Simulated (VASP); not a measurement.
# NaF (F-43m) in VASP: settings compared

NaF is run at these levels: r2SCANh, HSE06, PBE; tasks: single point, relaxation of cell and atoms.

All numbers are computed with VASP 6.6.1; they aren't measurements. Logs are shortened: lines on timing, memory, paths and dates and some standing lists are left out, and cuts for length are marked.

### Step 1. The cell of the first run

The structure is cubic, space group F-43m (No. 216). The conventional cell has a = 5.063 Å, b = 5.063 Å, c = 5.063 Å, α = 90.00°, β = 90.00°, γ = 90.00°. Na (site symmetry -43m) has 4 F at 2.19 Å within 2.9 Å. F (site symmetry -43m) has 4 Na at 2.19 Å within 2.9 Å.

### Step 2. Single point, r2SCANh

The input, POSCAR:

```
NaF
1.0
    0.0000000000      2.5312613675      2.5312613675
    2.5312613675      0.0000000000      2.5312613675
    2.5312613675      2.5312613675      0.0000000000
Na F
1 1
Direct
    0.0000000000      0.0000000000      0.0000000000
    0.2500000000      0.2500000000      0.2500000000
```

The input, INCAR.step1:

```
PREC = Accurate
ENCUT = 520
EDIFF = 1E-5
ISMEAR = 0
SIGMA = 0.01
LREAL = False
LASPH = True
NELM = 100
ALGO = Normal
ISIF = 2
LWAVE = True
NBANDS = 14
GGA = PE
```

The input, INCAR.step2:

```
PREC = Accurate
ENCUT = 520
EDIFF = 1E-7
ISMEAR = 0
SIGMA = 0.01
LREAL = False
LASPH = True
NELM = 100
ALGO = Normal
ISIF = 2
LWAVE = False
LCHARG = True
METAGGA = R2SCAN
LHFCALC = True
AEXX = 0.1
LMIXTAU = True
PRECFOCK = Normal
LELF = True
LVHAR = True
NBANDS = 14
ISTART = 1
```

The input, KPOINTS:

```
Automatic mesh
0
Gamma
  6 6 6
```

Potentials or basis: VASP PAW PBE potentials, release 64 (Na_pv, F).

Run with:

```
> cat potpaw_PBE.64/Na_pv/POTCAR potpaw_PBE.64/F/POTCAR > POTCAR
> cp INCAR.step1 INCAR
> mpirun -np 1 vasp_std > vasp.out
> cp INCAR.step2 INCAR
> mpirun -np 1 vasp_std > vasp.out
```

OUTCAR:

```text
PREC = Accurate
   ENCUT = 520
   EDIFF = 1E-7
   ISMEAR = 0
   LREAL = False
   LASPH = True
   NELM = 100
   ISIF = 2
   METAGGA = R2SCAN
   LHFCALC = True
   AEXX = 0.1
   PRECFOCK = Normal
   ISTART = 1

 ion  position               nearest neighbor table
   1  0.000  0.000  0.000-   2 2.19   2 2.19   2 2.19   2 2.19
   2  0.250  0.250  0.250-   1 2.19   1 2.19   1 2.19   1 2.19

  LATTYP: Found a face centered cubic cell.
 ALAT       =     5.0625227350

  Lattice vectors:

 A1 = (   0.0000000000,   2.5312613675,   2.5312613675)
 A2 = (   2.5312613675,   0.0000000000,   2.5312613675)
 A3 = (   2.5312613675,   2.5312613675,   0.0000000000)

Analysis of symmetry for initial positions (statically):
=====================================================================
 Subroutine PRICEL returns:
 Original cell was already a primitive cell.

 Routine SETGRP: Setting up the symmetry group for a
 face centered cubic supercell.

 Subroutine GETGRP returns: Found 24 space group operations
 (whereof 24 operations were pure point group operations)
 out of a pool of 48 trial point group operations.

The static configuration has the point symmetry T_d .

Analysis of symmetry for dynamics (positions and initial velocities):
=====================================================================
 Subroutine PRICEL returns:
 Original cell was already a primitive cell.

 Routine SETGRP: Setting up the symmetry group for a
 face centered cubic supercell.

 Subroutine GETGRP returns: Found 24 space group operations
 (whereof 24 operations were pure point group operations)
 out of a pool of 48 trial point group operations.

The dynamic configuration has the point symmetry T_d .

 Subroutine INISYM returns: Found 24 space group operations
 (whereof 24 operations are pure point group operations),
 and found     1 'primitive' translations

----------------------------------------------------------------------------------------

                                     Primitive cell

  volume of cell :      32.4370

  direct lattice vectors                    reciprocal lattice vectors
     0.000000000  2.531261367  2.531261367    -0.197529977  0.197529977  0.197529977
     2.531261367  0.000000000  2.531261367     0.197529977 -0.197529977  0.197529977
     2.531261367  2.531261367  0.000000000     0.197529977  0.197529977 -0.197529977

  length of vectors
     3.579744156  3.579744156  3.579744156     0.342131956  0.342131956  0.342131956

  position of ions in fractional coordinates (direct lattice)
     0.000000000  0.000000000  0.000000000
     0.250000000  0.250000000  0.250000000

  ion indices of the primitive-cell ions
   primitive index   ion index
                 1           1
                 2           2

----------------------------------------------------------------------------------------

 KPOINTS: Automatic mesh

Automatic generation of k-mesh.
 Grid dimensions read from file:
 generate k-points for:    6    6    6

 Generating k-lattice:

  Cartesian coordinates                     Fractional coordinates (reciprocal lattice)
    -0.032921663  0.032921663  0.032921663     0.166666667  0.000000000  0.000000000
     0.032921663 -0.032921663  0.032921663     0.000000000  0.166666667  0.000000000
     0.032921663  0.032921663 -0.032921663     0.000000000  0.000000000  0.166666667

  Length of vectors
     0.057021993  0.057021993  0.057021993

  Shift w.r.t. Gamma in fractional coordinates (k-lattice)
     0.000000000  0.000000000  0.000000000

 Subroutine IBZKPT returns following result:
 ===========================================

 Found     16 irreducible k-points:

 Following reciprocal coordinates:
            Coordinates               Weight
  0.000000  0.000000  0.000000      1.000000
  0.166667  0.000000  0.000000      8.000000
  0.333333  0.000000  0.000000      8.000000
  0.500000  0.000000  0.000000      4.000000
  0.166667  0.166667  0.000000      6.000000
  0.333333  0.166667  0.000000     24.000000
[... 8 lines left out ...]
 -0.333333  0.333333  0.166667     24.000000
 -0.333333  0.500000  0.166667     12.000000
   k-points           NKPTS =     16   k-points in BZ     NKDIM =    216   number of bands    NBANDS=     14
   number of dos      NEDOS =    301   number of ions     NIONS =      2
   total plane-waves  NPLWV =  21952
   dimension x,y,z NGX =    28 NGY =   28 NGZ =   28
   dimension x,y,z NGXF=    56 NGYF=   56 NGZF=   56
   ions per type =               1   1
   NGX,Y,Z   is equivalent  to a cutoff of  13.00, 13.00, 13.00 a.u.
   NGXF,Y,Z  is equivalent  to a cutoff of  26.01, 26.01, 26.01 a.u.
 SYSTEM =  unknown system
   PREC   = accura    normal or accurate (medium, high low for compatibility)
   ISTART =      1    job   : 0-new  1-cont  2-samecut
   ICHARG =      0    charge: 1-file 2-atom 10-const
   ISPIN  =      1    spin polarized calculation?
   LNONCOLLINEAR =      F non collinear calculations
   LSORBIT =      F    spin-orbit coupling
   LASPH  =      T    aspherical Exc in radial PAW
   ENCUT  =  520.0 eV  38.22 Ry    6.18 a.u.   6.66  6.66  6.66*2*pi/ulx,y,z
   NELM   =    100;   NELMIN=  2; NELMDL=  0     # of ELM steps
   EDIFF  = 0.1E-06   stopping-criterion for ELM
   LREAL  =      F    real-space projection
   EDIFFG = 0.1E-05   stopping-criterion for IOM
   NSW    =      0    number of steps for IOM
   IBRION =     -1    ionic relax: 0-MD 1-quasi-New 2-CG
   NFREE  =      0    steps in history (QN), initial steepest desc. (CG)
   ISIF   =      2    stress and relaxation
   ISYM   =      3    0-nonsym 1-usesym 2-fastsym
   POTIM  = 0.5000    time-step for ionic-motion
   TEBEG  =    0.0;   TEEND  =   0.0 temperature during run
   PSTRESS=    0.0 pullay stress
   NELECT =      14.0000    total number of electrons
   NUPDOWN=      -1.0000    fix difference up-down
   EMIN   =  10.00;   EMAX   =-10.00  energy-range for DOS
   EFERMI =   0.00;   METHOD = LEGACY
   ISMEAR =     0;   SIGMA  =   0.01  broadening in eV -4-tet -1-fermi 0-gaus
   EFERMI_NEDOS =   21; number of points for ismear=-14 and -15
   IALGO  =     38    algorithm
   IMIX   =      1    mixing-type and parameters
     AMIX     =   0.40;   BMIX     =  1.00
     AMIX_MAG =   1.60;   BMIX_MAG =  1.00
  volume/ion in A,a.u.               =      16.22       109.45
  Fermi-wavevector in a.u.,A,eV,Ry     =   1.237192  2.337954 20.825685  1.530645
  Thomas-Fermi vector in A             =   2.371770
   LORBIT       =      0    0 simple, 1 ext, 2 COOP (PROOUT), +10 PAW based schemes
   METAGGA = R2SCAN    functional components
   LHFCALC =     T    Hartree Fock is set to
   PRECFOCK=normal    Normal, Fast or Accurate (Low or Medium for compatibility)
   ENCUT4O =  -1.0   cutoff for four orbital integrals eV
   NKREDX  =     1    reduce k-point grid by
   NKREDY  =     1    reduce k-point grid by
   NKREDZ  =     1    reduce k-point grid by
   AEXX    =    0.1000 exact exchange contribution
   HFSCREEN=    0.0000 screening length (either q_TF or 0.3 A-1)
   HFSCREENC=   0.0000 screening length for correlation (either q_TF or 0.3 A-1)
   ENCUTFOCK=  -1.0 apply spherical cutoff to Coloumb kernel
   IVDW    =     0    specifies the selected vdW correction
   LEPSILON=     F    determine dielectric tensor
   LRPA    =     F    only Hartree local field effects (RPA)
 non-spin polarized calculation
 Gauss-broadening in eV      SIGMA  =   0.01
  energy-cutoff  :      520.00
  volume of cell :       32.44
 maximum number of plane-waves:       893
 NGX is ok and might be reduce to    28
  NGX = 20; NGY = 20; NGZ = 20

 number of electron      13.9999982 magnetization

 Free energy of the ion-electron system (eV)
  ---------------------------------------------------
  ext. energy  EPLUGINS =         0.00000000
  ---------------------------------------------------
  free energy    TOTEN  =       -12.83893511 eV

  energy without entropy =      -12.83893511  energy(sigma->0) =      -12.83893511

 E-fermi :  -4.6264     XC(G=0):  -7.4910

 val. band max:       -4.7476374061   @ k =   0.0000   0.0000   0.0000
 cond. band min:       2.5378652819   @ k =   0.0000   0.0000   0.0000
 fundamental gap:      7.2855026880
 Fermi energy:        -4.6263904546

 k-point     1 :       0.0000    0.0000    0.0000
  band No.  band energies     occupation
      1     -25.0752      2.00000
      2     -24.6633      2.00000
      3     -24.6630      2.00000
      4     -24.6630      2.00000
      5      -4.7477      2.00000
      6      -4.7477      2.00000
      7      -4.7476      2.00000
      8       2.5379      0.00000
      9      16.8264      0.00000
     10      16.8264      0.00000
     11      16.8266      0.00000
     12      18.1519      0.00000
     13      18.1519      0.00000
     14      18.1521      0.00000

 k-point     2 :       0.1667    0.0000    0.0000
  band No.  band energies     occupation
      1     -25.2524      2.00000
      2     -24.6661      2.00000
      3     -24.6658      2.00000
      4     -24.4714      2.00000
      5      -4.9947      2.00000
      6      -4.7567      2.00000
      7      -4.7567      2.00000
      8       3.2615      0.00000
      9      13.8187      0.00000
     10      15.9255      0.00000
     11      15.9255      0.00000
     12      17.8383      0.00000
     13      18.1562      0.00000
     14      18.1567      0.00000
[... 207 lines left out ...]
      1     -25.5831      2.00000
      2     -24.7049      2.00000
      3     -24.6853      2.00000
      4     -24.0509      2.00000
      5      -5.3263      2.00000
      6      -5.1026      2.00000
      7      -4.8684      2.00000
      8       7.2084      0.00000
      9       9.0098      0.00000
     10      11.7231      0.00000
     11      13.5692      0.00000
     12      18.4663      0.00000
     13      19.2963      0.00000
     14      22.0372      0.00000

 k-point    16 :      -0.3333    0.5000    0.1667
  band No.  band energies     occupation
      1     -25.6031      2.00000
      2     -24.7025      2.00000
      3     -24.6920      2.00000
      4     -24.0240      2.00000
      5      -5.3552      2.00000
      6      -5.0528      2.00000
      7      -4.9276      2.00000
      8       7.1996      0.00000
      9       9.1052      0.00000
     10      12.4161      0.00000
     11      12.7387      0.00000
     12      17.3802      0.00000
     13      19.4975      0.00000
     14      21.5516      0.00000

------------------------ aborting loop because EDIFF is reached ----------------------------------------

  FORCE on cell =-STRESS in cart. coord.  units (eV):
  Direction    XX          YY          ZZ          XY          YZ          ZX
  --------------------------------------------------------------------------------------
  -------------------------------------------------------------------------------------
  Total       -0.0955037     -0.0955037     -0.0955037      0.0000000      0.0000000      0.0000000
  in kB       -4.7172579     -4.7172579     -4.7172579      0.0000000      0.0000000      0.0000000
  external PRESSURE =      -4.7172579 kB  Pullay stress =       0.0000000 kB

 VOLUME and BASIS-vectors are now :
 -----------------------------------------------------------------------------
  energy-cutoff  :      520.00
  volume of cell :       32.44
      direct lattice vectors                 reciprocal lattice vectors
     0.000000000  2.531261367  2.531261367    -0.197529977  0.197529977  0.197529977
     2.531261367  0.000000000  2.531261367     0.197529977 -0.197529977  0.197529977
     2.531261367  2.531261367  0.000000000     0.197529977  0.197529977 -0.197529977

 POSITION                                       TOTAL-FORCE (eV/Angst)
 -----------------------------------------------------------------------------------
      0.00000      0.00000      0.00000         0.000000      0.000000      0.000000
      1.26563      1.26563      1.26563        -0.000000     -0.000000     -0.000000
 -----------------------------------------------------------------------------------
    total drift:                               -0.000035      0.000014     -0.000005

  FREE ENERGIE OF THE ION-ELECTRON SYSTEM (eV)
  ---------------------------------------------------
  free  energy   TOTEN  =       -12.8389351113 eV

  energy  without entropy=      -12.8389351113  energy(sigma->0) =      -12.83893511
```

It took 20 min on 1 thread of Intel Xeon Platinum 8488C (Sapphire Rapids), shared host; peak memory 0.16 GiB.

What came out:

```
Free energy            : -12.8389 eV
Pressure               : -0.5 GPa
Band gap on the k mesh : 7.29 eV
```

Caveat: the structure was generated, so it needn't be the stable form of NaF; the PAW data sets were made with another functional, which shifts forces and pressure a little.

### Step 3. Single point, HSE06

This run uses another cell than the first one, of 16.54 Å³/atom.

The input, POSCAR:

```
NaF
1.0
    0.0000000000      2.5481275041      2.5481275041
    2.5481275041      0.0000000000      2.5481275041
    2.5481275041      2.5481275041      0.0000000000
Na F
1 1
Direct
    0.0000000000      0.0000000000      0.0000000000
    0.2500000000      0.2500000000      0.2500000000
```

The input, INCAR.step1:

```
PREC = Accurate
ENCUT = 520
EDIFF = 1E-5
ISMEAR = -1
SIGMA = 0.02
LREAL = F
LASPH = T
NELM = 60
ALGO = Normal
ISIF = 2
LWAVE = T
LCHARG = F
NBANDS = 14
GGA = PE
```

The input, INCAR.step2:

```
PREC = Accurate
ENCUT = 520
EDIFF = 1E-6
ISMEAR = -1
SIGMA = 0.02
LREAL = F
LASPH = T
NELM = 60
ALGO = Normal
ISIF = 2
LWAVE = F
LCHARG = F
GGA = PE
LHFCALC = T
HFSCREEN = 0.2079
PRECFOCK = Normal
NBANDS = 14
ISTART = 1
```

KPOINTS is that of step 2.

Potentials or basis: VASP PAW PBE potentials, release 64 (Na_pv, F).

Run with:

```
> cat potpaw_PBE.64/Na_pv/POTCAR potpaw_PBE.64/F/POTCAR > POTCAR
> cp INCAR.step1 INCAR
> mpirun -np 1 vasp_std > vasp.out
> cp INCAR.step2 INCAR
> mpirun -np 1 vasp_std > vasp.out
```

It took 10 min on 1 thread of Intel Xeon Platinum 8488C (Sapphire Rapids), shared host; peak memory 0.26 GiB.

Results (log left out):

```yaml
Free_energy: -10.1176 eV
Pressure: 0.1 GPa
Band_gap_on_the_k_mesh: 7.56 eV
```

Levels at points of the mesh, in eV from the valence-band top:
| k point | band 4 | band 5 | band 6 | band 7 | band 8 | band 9 | band 10 | band 11 |
| --- | --- | --- | --- | --- | --- | --- | --- | --- |
| (0.00, 0.00, 0.00) | -20.27 | 0.00 | 0.00 | 0.00 | 7.56 | 21.41 | 21.41 | 21.41 |
| (0.50, 0.00, 0.00) | -19.61 | -0.83 | -0.04 | -0.04 | 11.92 | 12.93 | 19.25 | 19.25 |
| (0.50, 0.50, 0.00) | -19.49 | -0.77 | -0.17 | -0.17 | 11.90 | 14.03 | 18.37 | 19.22 |

Caveat: the structure was generated, so it needn't be the stable form of NaF; the PAW data sets were made with another functional, which shifts forces and pressure a little.

### Step 4. Relaxation of cell and atoms, PBE

This run uses another cell than the first one, of 11.51 Å³/atom.

The input, INCAR:

```
SYSTEM = NaF
  PREC = Accurate
  ENCUT = 1130
  EDIFF = 1E-7
  ISMEAR = -1
  SIGMA = 0.02
  LREAL = .FALSE.
  LASPH = .TRUE.
  NELM = 120
  ALGO = Normal
  ISIF = 3
  LWAVE = .FALSE.
  LCHARG = .FALSE.
  GGA = PE
  IBRION = 2
  NSW = 80
  EDIFFG = -0.005
  GGA_COMPAT = .FALSE.
  NELMIN = 4
```

The input, KPOINTS:

```
regular mesh
0
G
  8 8 8
  0 0 0
```

The input, POSCAR:

```
NaF
1.0
    0.0000000000      2.2580169028      2.2580169028
    2.2580169028      0.0000000000      2.2580169028
    2.2580169028      2.2580169028      0.0000000000
Na F
1 1
Direct
    0.0000000000      0.0000000000      0.0000000000
    0.2500000000      0.2500000000      0.2500000000
```

Potentials or basis: VASP PAW PBE potentials, release 64 (Na_sv, F).

Run with:

```
> cat potpaw_PBE.64/Na_sv/POTCAR potpaw_PBE.64/F/POTCAR > POTCAR
> mpirun -np 1 vasp_std > vasp.out
```

Wall time 4.7 min (1 thread of Intel Xeon Platinum 8259CL at 2.50GHz (Skylake/Cascade Lake), shared host); peak memory 0.21 GiB.

Results (log left out):

- Free energy: -8.3609 eV
- Relaxed volume: 17.01 Å³/atom
- Relaxed cell: a = 3.637 Å, b = 3.637 Å, c = 3.637 Å, α = 60.00°, β = 60.00°, γ = 60.00°
- Space group after relaxing (to 0.1 Å): F-43m (No. 216)
- Energy gained by relaxing: 370.3 meV/atom
- Ionic steps: 22
- Pressure after relaxing: 0.0 GPa
- Band gap on the k mesh: 5.46 eV

The path:
| step | energy change (eV) | largest force (eV/Å) | pressure (GPa) | volume (Å³) |
| --- | --- | --- | --- | --- |
| 1 | 0.0000 | 0.0000 | 31.39 | 23.03 |
| 2 | -0.7173 | 0.0000 | 3.06 | 31.39 |
| 3 | -0.7362 | 0.0000 | 1.22 | 32.83 |
| 4 | -0.7319 | 0.0000 | -1.46 | 35.83 |
| 5 | -0.7405 | 0.0000 | -0.09 | 34.11 |
| 6 | -0.7405 | 0.0000 | 0.14 | 33.86 |
| 7 | -0.7405 | 0.0000 | 0.15 | 33.86 |
| 8 | -0.7405 | 0.0000 | 0.14 | 33.86 |
| 9 | -0.7405 | 0.0000 | 0.14 | 33.86 |
| 10 | -0.7405 | 0.0000 | 0.14 | 33.86 |
| 11 | -0.7405 | 0.0000 | 0.14 | 33.86 |
| 12 | -0.7405 | 0.0000 | 0.14 | 33.86 |
| 13 | -0.7405 | 0.0000 | 0.14 | 33.86 |
| 14 | -0.7405 | 0.0000 | 0.14 | 33.86 |
| 15 | -0.7405 | 0.0000 | 0.14 | 33.86 |
| 16 | -0.7405 | 0.0000 | 0.14 | 33.86 |
| 17 | -0.7405 | 0.0000 | 0.14 | 33.87 |
| 18 | -0.7405 | 0.0000 | 0.13 | 33.87 |
| 19 | -0.7405 | 0.0000 | 0.11 | 33.88 |
| 20 | -0.7405 | 0.0000 | 0.11 | 33.90 |
| 21 | -0.7405 | 0.0000 | 0.07 | 33.94 |
| 22 | -0.7406 | 0.0000 | 0.00 | 34.01 |

Final structure:
```
CELL_PARAMETERS angstrom
0.00000 2.57159 2.57159
2.57159 0.00000 2.57159
2.57159 2.57159 0.00000
ATOMIC_POSITIONS crystal
Na 0.00000 0.00000 0.00000
F 0.25000 0.25000 0.25000
```

Levels at points of the mesh, in eV from the valence-band top:
```
           k point  band 4  band 5  band 6  band 7  band 8  band 9  band 10  band 11  band 12
(0.00, 0.00, 0.00)  -19.03  -18.70    0.00    0.00    0.00    5.46    18.84    18.84    18.84
(0.50, 0.00, 0.00)  -19.04  -18.20   -0.80   -0.04   -0.04    9.73    10.58    16.85    16.85
(0.50, 0.50, 0.00)  -19.05  -18.10   -0.73   -0.16   -0.16    9.79    11.74    15.75    16.61
```

Caveat: the volume moved by over 15 % at a fixed basis, so the end points are rough; the structure was generated, so it needn't be the stable form of NaF. A k mesh can miss the band edges.

### Step 5. Summary

| task | level | potentials or basis | cell | k mesh | cutoff (eV) | smearing | grid for exact exchange (PRECFOCK) | share of exact exchange | screening parameter | gap on the mesh (eV) | pressure (GPa) |
| --- | --- | --- | --- | --- | --- | --- | --- | --- | --- | --- | --- |
| single point | r2SCANh | VASP PAW PBE potentials, release 64 (Na_pv, F) | a = 3.580 Å, angles 60.0°, 2 atoms | 6 × 6 × 6 | 520 | gaussian 0.01 eV | Normal | 0.1 | - | 7.29 | -0.5 |
| single point | HSE06 | VASP PAW PBE potentials, release 64 (Na_pv, F) | a = 3.604 Å, angles 60.0°, 2 atoms | 6 × 6 × 6 | 520 | fermi-dirac 0.02 eV | Normal | 0.25 | 0.2079 1/Å | 7.56 | 0.1 |
| relaxation of cell and atoms | PBE | VASP PAW PBE potentials, release 64 (Na_sv, F) | relaxed from a = 3.193 Å, angles 60.0°, 2 atoms | 8 × 8 × 8 | 1130 | fermi-dirac 0.02 eV | - | - | - | 5.46 | 0.0 |

Alike in all rows: no spin polarisation.

Caveats: the structure was generated, so it needn't be the stable form of NaF; the PAW data sets were made with another functional, which shifts forces and pressure a little (at least some runs); the volume moved by over 15 % at a fixed basis, so the end points are rough (at least some runs).

Absolute energies hang on the potentials; compare differences alone.
